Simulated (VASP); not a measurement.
Input of a VASP 6.6.1 run:

Contents of INCAR:

```
PREC = Accurate
ENCUT = 600
EDIFF = 1E-6
ISMEAR = -1
SIGMA = 0.08
LREAL = F
LASPH = T
NELM = 80
ALGO = Normal
ISIF = 3
LWAVE = F
LCHARG = F
GGA = PS
IBRION = 2
NSW = 100
EDIFFG = -0.002
```

KPOINTS

```
regular mesh
0
Gamma
  12 12 6
```

Contents of POSCAR:

```
CdS
1.0
    4.1500000000      0.0000000000      0.0000000000
   -2.0750000000      3.5940054257      0.0000000000
    0.0000000000      0.0000000000      6.7370000000
Cd S
2 2
Direct
    0.3333333333      0.6666666667      0.0000000000
    0.6666666667      0.3333333333      0.5000000000
    0.3333333333      0.6666666667      0.3750000000
    0.6666666667      0.3333333333      0.8750000000
```

Potentials or basis: VASP PAW PBE potentials, release 64 (Cd, S).

Launch:

```bash
$ cat potpaw_PBE.64/Cd/POTCAR potpaw_PBE.64/S/POTCAR > POTCAR
$ mpirun -np 1 vasp_std > vasp.out
```

Problem. What does it give for the band gap on the k mesh?

Solution. 1.08 eV.

Problem. Predict the space group after relaxing (to 0.1 Å).

Solution. P6_3mc (No. 186).

Final structure:
```xyz
4
Lattice="4.1310 0.0000 0.0000 -2.0655 3.5776 0.0000 0.0000 0.0000 6.7260" Properties=species:S:1:pos:R:3 pbc="T T T"
Cd    0.0000    2.3850    6.7215
Cd    2.0655    1.1925    3.3585
S     0.0000    2.3850    2.5267
S     2.0655    1.1925    5.8897
```

 A k mesh can miss the band edges.
